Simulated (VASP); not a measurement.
The system is HfN.

```
CELL_PARAMETERS angstrom
0.00000 2.25586 2.25586
2.25586 0.00000 2.25586
2.25586 2.25586 0.00000
ATOMIC_POSITIONS crystal
Hf 0.00000 0.00000 0.00000
N 0.50000 0.50000 0.50000
```

| Quantity | Value |
| --- | --- |
| Program | VASP 6.6.1 |
| Task | relaxation of cell and atoms |
| Functional | PBE |
| Potentials or basis | VASP PAW PBE potentials, release 64 (Hf_pv, N) |
| Cutoff | 600 eV |
| k mesh | 16 × 16 × 16 |
| Occupations | gaussian, width 0.1 eV |
| Spin | no spin polarisation |

At the start: pressure 4.1 GPa; volume 11.48 Å³/atom.

Where does the relaxation end?

Over 3 steps the energy falls by 2.1 meV/atom and the volume is 11.65 Å³/atom (+1.5 %); space group Fm-3m (No. 225, to 0.1 Å) before and after.

Step by step:
```tsv
step	energy change (eV)	largest force (eV/Å)	pressure (GPa)	volume (Å³)
1	0.0000	0.0000	4.11	22.96
2	0.0104	0.0000	-7.02	23.95
3	-0.0043	0.0000	-0.02	23.30
```

Final structure:
```
Hf N
1.0
     0.00000    2.26702    2.26702
     2.26702    0.00000    2.26702
     2.26702    2.26702    0.00000
Hf N
1 1
Cartesian
  0.0000 0.0000 0.0000
  2.2670 2.2670 2.2670
```
